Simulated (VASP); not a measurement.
Input of a VASP 6.6.1 run:

File INCAR:

```
SYSTEM = BaTe
PREC = Accurate ; ENCUT = 520
EDIFF = 1E-8 ; ISMEAR = -1
SIGMA = 0.05 ; LREAL = .FALSE.
LASPH = .TRUE. ; NELM = 80
ALGO = Normal ; ISIF = 2
LWAVE = .FALSE. ; LCHARG = .FALSE.
GGA = PE ; LEFG = .TRUE.
NBANDS = 15
```

Contents of KPOINTS:

```
regular mesh
0
G
  9 9 9
  0 0 0
```

File POSCAR:

```
BaTe
1.0
    4.1564905238      0.0000000000      0.0000000000
    0.0000000000      4.1564905238      0.0000000000
    0.0000000000      0.0000000000      4.1564905238
Ba Te
1 1
Direct
    0.0000000000      0.0000000000      0.0000000000
    0.5000000000      0.5000000000      0.5000000000
```

Potentials or basis: VASP PAW PBE potentials, release 64 (Ba_sv, Te).

Launch:

```sh
$ cat potpaw_PBE.64/Ba_sv/POTCAR potpaw_PBE.64/Te/POTCAR > POTCAR
$ mpirun -np 1 vasp_std > vasp.out
```

(1) Predict the pressure.

(2) Estimate the band gap on the k mesh.

## Answers

(1) 2.9 GPa.

(2) 0.69 eV (least direct gap 0.97 eV).

Caveat: spin-orbit coupling is left out, which moves the levels of the heavy elements; an odd mesh through Γ misses points on the zone boundary, where band edges can lie.
